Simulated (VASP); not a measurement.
Set up this calculation in VASP 6.6.1, as the native input.

- Task: single point
- Functional: r2SCAN
- Potentials or basis: VASP PAW PBE potentials, release 64 (Ta_pv, Mo_sv)
- Cutoff: 520 eV
- k mesh: 10 × 10 × 14
- Occupations: gaussian, width 0.1 eV
- Spin: no spin polarisation
- Dipole correction: no
- Further INCAR settings: ALGO = Normal; EDIFF = 1e-06; NBANDS = 34

The system is TaMo3.

```
Ta Mo
1.0
     4.51828    0.00000    0.00000
     0.00000    4.51828    0.00000
     0.00000    0.00000    3.19613
Ta Mo
1 3
Direct
  0.50000 0.50000 0.00000
  0.00000 0.00000 0.00000
  0.50000 0.00000 0.50000
  0.00000 0.50000 0.50000
```

The input as run:

POSCAR

```
TaMo3
1.0
    4.5182802070      0.0000000000      0.0000000000
    0.0000000000      4.5182802070      0.0000000000
    0.0000000000      0.0000000000      3.1961308171
Ta Mo
1 3
Direct
    0.5000000000      0.5000000000      0.0000000000
    0.0000000000      0.0000000000      0.0000000000
    0.5000000000      0.0000000000      0.5000000000
    0.0000000000      0.5000000000      0.5000000000
```

INCAR.step1

```
PREC     = Accurate       # precision mode
ENCUT    = 520            # plane-wave cutoff, eV
ISMEAR   = 0              # smearing method
SIGMA    = 0.1            # smearing width, eV
LREAL    = False          # projectors in reciprocal space
LASPH    = True           # aspherical terms in the spheres
NELM     = 100            # most SCF steps
NBANDS   = 34             # bands
GGA      = PE             # functional
ALGO     = Normal         # electronic algorithm
EDIFF    = 1E-4           # SCF threshold, eV
LWAVE    = True           # write WAVECAR
LCHARG   = False          # write CHGCAR
```

INCAR.step2

```
PREC     = Accurate       # precision mode
ENCUT    = 520            # plane-wave cutoff, eV
EDIFF    = 1E-6           # SCF threshold, eV
ISMEAR   = 0              # smearing method
SIGMA    = 0.1            # smearing width, eV
LREAL    = False          # projectors in reciprocal space
LASPH    = True           # aspherical terms in the spheres
NELM     = 100            # most SCF steps
ALGO     = Normal         # electronic algorithm
ISIF     = 2              # what is computed and relaxed
LWAVE    = False          # write WAVECAR
LCHARG   = True           # write CHGCAR
METAGGA  = R2SCAN         # meta-GGA
LMIXTAU  = True         
LELF     = True           # ELF
LVHAR    = True         
NBANDS   = 34             # bands
ISTART   = 1
```

KPOINTS

```
regular mesh
0
Gamma
  10 10 14
```

Potentials or basis: VASP PAW PBE potentials, release 64 (Ta_pv, Mo_sv).

Run with:

```sh
$ cat potpaw_PBE.64/Ta_pv/POTCAR potpaw_PBE.64/Mo_sv/POTCAR > POTCAR
$ cp INCAR.step1 INCAR
$ mpirun -np 1 vasp_std > vasp.out
$ cp INCAR.step2 INCAR
$ mpirun -np 1 vasp_std > vasp.out
```

Results of the run:

```
Pressure               : -1.9 GPa
Band gap on the k mesh : zero (an odd number of electrons rules out a gap without spin polarisation)
```

Caveat: the PAW data sets were made with another functional, which shifts forces and pressure a little; spin-orbit coupling is left out, which moves the levels of the heavy elements.

Run time: 13 min on 1 thread of Intel(R) Xeon(R) Platinum 8259CL CPU @ 2.50GHz (Skylake/Cascade Lake), with other jobs on the host, peak memory 0.42 GiB.
